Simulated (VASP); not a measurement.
# Hf (P6/mmm) in VASP: notebook, part 2 of 2

VASP 6.6.1. The steps go on from the part before.

## (3) Relaxation of cell and atoms, PBE

This run uses another cell than the first one, of 21.94 Å³/atom.

INCAR reads:

```
  ALGO = Fast
  EDIFF = 1E-6
  EDIFFG = -0.03
  ENCUT = 600
  GGA = PE
  IBRION = 2
  ISIF = 3
  ISMEAR = 0
  LASPH = T
  LCHARG = F
  LREAL = F
  LWAVE = F
  NELM = 100
  NSW = 80
  PREC = Accurate
  SIGMA = 0.05
```

KPOINTS reads:

```
k-points
0
Gamma
  6 6 6
```

POSCAR reads:

```
Hf
1.0
    4.9623295440      0.0000000000      0.0000000000
   -2.4811647720      4.2975034470      0.0000000000
    0.0000000000      0.0000000000      3.0862322500
Hf
3
Direct
    0.6666666700      0.3333333300      0.5000000000
    0.3333333300      0.6666666700      0.5000000000
    0.0000000000      0.0000000000      0.0000000000
```

Potentials or basis: VASP PAW PBE potentials, release 64 (Hf_pv).

Started as:

```bash
cat potpaw_PBE.64/Hf_pv/POTCAR > POTCAR
mpirun -np 1 vasp_std > vasp.out
```

Run time: 63 s. Hardware: 1 thread of Intel Xeon 6975P-C (Granite Rapids), shared host; peak memory 0.22 GiB.

It converged, with:

```
Free energy                           : -29.6514 eV
Relaxed volume                        : 22.25 Å³/atom
Relaxed cell                          : a = 4.981 Å, b = 4.981 Å, c = 3.107 Å, α = 90.00°, β = 90.00°, γ = 120.00°
Space group after relaxing (to 0.1 Å) : P6/mmm (No. 191)
Energy gained by relaxing             : 1.6 meV/atom
Ionic steps                           : 3
Pressure after relaxing               : 0.0 GPa
Band gap on the k mesh                : zero (bands 15 and 16 overlap by 0.91 eV)
```

Stress tensor (GPa, compression positive):
```
-0.05  0.00  0.00
 0.00 -0.05  0.00
 0.00  0.00  0.13
```

Step by step:
```
step  energy change (eV)  largest force (eV/Å)  pressure (GPa)  volume (Å³)
   1              0.0000                0.0000            1.55        65.82
   2              0.0016                0.0000           -1.81        67.86
   3             -0.0048                0.0000            0.01        66.76
```

Final structure:
```xyz
3
Lattice="4.9810 0.0000 0.0000 -2.4905 4.3137 0.0000 0.0000 0.0000 3.1070" Properties=species:S:1:pos:R:3 pbc="T T T"
Hf    2.4905    1.4379    1.5535
Hf    0.0000    2.8758    1.5535
Hf    0.0000    0.0000    0.0000
```

Levels at points of the mesh, in eV from the Fermi level:
```tsv
k point	band 11	band 12	band 13	band 14	band 15	band 16	band 17	band 18	band 19
(0.00, 0.00, 0.00)	-2.42	-0.58	-0.58	-0.56	-0.56	-0.55	1.18	2.18	2.18
(0.50, 0.00, 0.00)	-4.44	-3.45	-0.40	-0.33	-0.28	0.26	0.94	1.09	1.59
(0.00, 0.00, 0.50)	-2.43	-2.43	-2.17	-1.82	-1.82	1.44	1.44	2.03	2.03
(0.50, 0.00, 0.50)	-2.90	-1.92	-1.32	-0.73	-0.67	0.50	0.66	1.15	1.68
```

Caveat: spin-orbit coupling is left out, which moves the levels of the heavy elements.

## (4) Single point, r2SCAN (14.11 Å³/atom)

This run uses another cell than the first one, of 14.11 Å³/atom.

POSCAR reads:

```
Hf
1.0
    4.2855674880      0.0000000000      0.0000000000
   -2.1427837440      3.7114103143      0.0000000000
    0.0000000000      0.0000000000      2.6614640980
Hf
3
Direct
    0.6666666667      0.3333333333      0.5000000000
    0.3333333333      0.6666666667      0.5000000000
    0.0000000000      0.0000000000      0.0000000000
```

INCAR.step1 reads:

```
PREC = Accurate
ENCUT = 520
ISMEAR = 0
SIGMA = 0.05
LREAL = False
LASPH = True
NELM = 80
NBANDS = 22
GGA = PE
ALGO = Normal
EDIFF = 1E-4
LWAVE = True
LCHARG = False
```

INCAR.step2 reads:

```
PREC = Accurate
ENCUT = 520
EDIFF = 1E-6
ISMEAR = 0
SIGMA = 0.05
LREAL = False
LASPH = True
NELM = 80
ALGO = Normal
ISIF = 2
LWAVE = False
LCHARG = True
METAGGA = R2SCAN
LMIXTAU = True
LELF = True
LVHAR = True
NBANDS = 22
ISTART = 1
```

KPOINTS reads:

```
Automatic mesh
0
Gamma
  10 10 14
```

Started as:

```bash
cat potpaw_PBE.64/Hf_pv/POTCAR > POTCAR
cp INCAR.step1 INCAR
mpirun -np 1 vasp_std > vasp.out
cp INCAR.step2 INCAR
mpirun -np 1 vasp_std > vasp.out
```

Wall time 99 s (1 thread of Intel Xeon 6975P-C (Granite Rapids), shared host); peak memory 0.21 GiB.

The run converged. Its results:

| Quantity | Value |
| --- | --- |
| Free energy | -129.6933 eV |
| Pressure | 107.5 GPa |
| Band gap on the k mesh | zero (bands 15 and 16 overlap by 1.59 eV) |

Stress tensor (GPa, compression positive):
```
107.26   0.00   0.00
  0.00 107.26   0.00
  0.00   0.00 107.96
```

Levels at points of the mesh, in eV from the Fermi level:
```
           k point  band 12  band 13  band 14  band 15  band 16  band 17  band 18  band 19
(0.00, 0.00, 0.00)    -0.50    -0.28    -0.28    -0.16    -0.16     1.52     3.01     3.01
(0.50, 0.00, 0.00)    -4.40    -1.41    -1.36    -0.80    -0.26     1.40     1.83     4.06
(0.00, 0.00, 0.50)    -3.55    -3.55    -2.62    -1.21     1.92     1.92     3.76     3.76
(0.50, 0.00, 0.50)    -3.90    -3.14    -1.41    -0.51     0.03     1.62     3.38     3.47
```

Caveat: the cell stands under pressure; the PAW data sets were made with another functional, which shifts forces and pressure a little; spin-orbit coupling is left out, which moves the levels of the heavy elements.

## (5) Single point, r2SCAN (14.99 Å³/atom)

This run uses another cell than the first one, of 14.99 Å³/atom.

POSCAR reads:

```
Hf
1.0
    4.3676805761      0.0000000000      0.0000000000
   -2.1838402880      3.7825223345      0.0000000000
    0.0000000000      0.0000000000      2.7224786921
Hf
3
Direct
    0.6666666667      0.3333333333      0.5000000000
    0.3333333333      0.6666666667      0.5000000000
    0.0000000000      0.0000000000      0.0000000000
```

INCAR.step1 reads:

```
SYSTEM = Hf
ALGO = Normal
EDIFF = 1E-4
ENCUT = 520
GGA = PE
ISMEAR = 0
LASPH = .True.
LCHARG = .False.
LREAL = .False.
LWAVE = .True.
NBANDS = 22
NELM = 100
PREC = Accurate
SIGMA = 0.05
```

INCAR.step2 reads:

```
SYSTEM = Hf
ALGO = Normal
EDIFF = 1E-6
ENCUT = 520
ISIF = 2
ISMEAR = 0
ISTART = 1
LASPH = .True.
LCHARG = .False.
LMIXTAU = .True.
LREAL = .False.
LWAVE = .False.
METAGGA = R2SCAN
NBANDS = 22
NELM = 100
PREC = Accurate
SIGMA = 0.05
```

KPOINTS reads:

```
k-points
0
Gamma
  10 10 14
  0 0 0
```

Started as:

```bash
cat potpaw_PBE.64/Hf_pv/POTCAR > POTCAR
cp INCAR.step1 INCAR
mpirun -np 1 vasp_std > vasp.out
cp INCAR.step2 INCAR
mpirun -np 1 vasp_std > vasp.out
```

It took 1.8 min on 1 thread of Intel Xeon 6975P-C (Granite Rapids), shared host; peak memory 0.22 GiB.

The run converged. Its results:

| Item | Value |
| --- | --- |
| Free energy | -131.2628 eV |
| Pressure | 83.6 GPa |
| Band gap on the k mesh | zero (bands 15 and 16 overlap by 1.43 eV) |

Stress tensor (GPa, compression positive):
```
83.39  0.00  0.00
 0.00 83.39  0.00
 0.00  0.00 83.94
```

Levels at points of the mesh, in eV from the Fermi level:
| k point | band 12 | band 13 | band 14 | band 15 | band 16 | band 17 | band 18 | band 19 |
| --- | --- | --- | --- | --- | --- | --- | --- | --- |
| (0.00, 0.00, 0.00) | -0.48 | -0.39 | -0.39 | -0.34 | -0.34 | 1.56 | 2.94 | 2.94 |
| (0.50, 0.00, 0.00) | -4.52 | -1.21 | -1.19 | -0.76 | -0.17 | 1.34 | 1.78 | 3.44 |
| (0.00, 0.00, 0.50) | -3.32 | -3.32 | -2.86 | -1.54 | 1.85 | 1.85 | 3.50 | 3.50 |
| (0.50, 0.00, 0.50) | -3.62 | -2.85 | -1.34 | -0.59 | 0.18 | 1.54 | 2.86 | 3.11 |

Caveat: the cell stands under pressure; the PAW data sets were made with another functional, which shifts forces and pressure a little; spin-orbit coupling is left out, which moves the levels of the heavy elements.

## (6) Single point, r2SCAN (15.87 Å³/atom)

This run uses another cell than the first one, of 15.87 Å³/atom.

POSCAR reads:

```
Hf
1.0
    4.4484376653      0.0000000000      0.0000000000
   -2.2242188327      3.8524600253      0.0000000000
    0.0000000000      0.0000000000      2.7789119941
Hf
3
Direct
    0.6666666667      0.3333333333      0.5000000000
    0.3333333333      0.6666666667      0.5000000000
    0.0000000000      0.0000000000      0.0000000000
```

INCAR.step1 reads:

```
ALGO = Normal ; EDIFF = 1E-4
ENCUT = 520 ; GGA = PE
ISMEAR = 0 ; LASPH = T
LCHARG = F ; LREAL = F
LWAVE = T ; NBANDS = 22
NELM = 80 ; PREC = Accurate
SIGMA = 0.05
```

INCAR.step2 reads:

```
ALGO = Normal ; EDIFF = 1E-6
ENCUT = 520 ; ISIF = 2
ISMEAR = 0 ; ISTART = 1
LASPH = T ; LCHARG = F
LMIXTAU = T ; LREAL = F
LWAVE = F ; METAGGA = R2SCAN
NBANDS = 22 ; NELM = 80
PREC = Accurate ; SIGMA = 0.05
```

KPOINTS reads:

```
k-points
0
Gamma
  10 10 14
```

Potentials or basis: VASP PAW PBE potentials, release 64 (Hf_pv).

Started as:

```bash
cat potpaw_PBE.64/Hf_pv/POTCAR > POTCAR
cp INCAR.step1 INCAR
mpirun -np 1 vasp_std > vasp.out
cp INCAR.step2 INCAR
mpirun -np 1 vasp_std > vasp.out
```

Run time: 2.9 min. Hardware: 1 thread of Intel Xeon 6975P-C (Granite Rapids), shared host; peak memory 0.24 GiB.

The run converged. Its results:

```
Free energy            : -132.4790 eV
Pressure               : 64.3 GPa
Band gap on the k mesh : zero (bands 15 and 16 overlap by 1.29 eV)
```

Stress tensor (GPa, compression positive):
```
64.19  0.00  0.00
 0.00 64.19  0.00
 0.00  0.00 64.68
```

Levels at points of the mesh, in eV from the Fermi level:
| k point | band 12 | band 13 | band 14 | band 15 | band 16 | band 17 | band 18 | band 19 |
| --- | --- | --- | --- | --- | --- | --- | --- | --- |
| (0.00, 0.00, 0.00) | -0.49 | -0.49 | -0.49 | -0.49 | -0.49 | 1.55 | 2.85 | 2.85 |
| (0.50, 0.00, 0.00) | -4.64 | -1.09 | -1.02 | -0.71 | -0.10 | 1.28 | 1.75 | 2.90 |
| (0.00, 0.00, 0.50) | -3.13 | -3.13 | -3.06 | -1.81 | 1.78 | 1.78 | 3.26 | 3.26 |
| (0.50, 0.00, 0.50) | -3.38 | -2.62 | -1.29 | -0.68 | 0.29 | 1.46 | 2.33 | 2.86 |

Caveat: the cell stands under pressure; the PAW data sets were made with another functional, which shifts forces and pressure a little; spin-orbit coupling is left out, which moves the levels of the heavy elements.

## (7) The runs side by side

| task | level | cell | k mesh | cutoff (eV) | gap on the mesh (eV) | pressure (GPa) |
| --- | --- | --- | --- | --- | --- | --- |
| single point | PBE | a = 4.987, b = 4.987, c = 3.113 Å, angles 90.0, 90.0, 120.0°, 3 atoms | 6 × 6 × 6 | 520 | none | -0.5 |
| relaxation of cell and atoms | PBE | relaxed from a = 4.962, b = 4.962, c = 3.086 Å, angles 90.0, 90.0, 120.0°, 3 atoms | 6 × 6 × 6 | 600 | none | 0.0 |
| single point | r2SCAN | a = 4.286, b = 4.286, c = 2.661 Å, angles 90.0, 90.0, 120.0°, 3 atoms | 10 × 10 × 14 | 520 | none | 107.5 |
| single point | r2SCAN | a = 4.368, b = 4.368, c = 2.722 Å, angles 90.0, 90.0, 120.0°, 3 atoms | 10 × 10 × 14 | 520 | none | 83.6 |
| single point | r2SCAN | a = 4.448, b = 4.448, c = 2.779 Å, angles 90.0, 90.0, 120.0°, 3 atoms | 10 × 10 × 14 | 520 | none | 64.3 |

Alike in all rows: potentials or basis VASP PAW PBE potentials, release 64 (Hf_pv); no spin polarisation; smearing gaussian 0.05 eV.

Caveats: spin-orbit coupling is left out, which moves the levels of the heavy elements; the cell stands under pressure (at least some runs); the PAW data sets were made with another functional, which shifts forces and pressure a little (at least some runs).

Absolute energies hang on the potentials; compare differences alone.
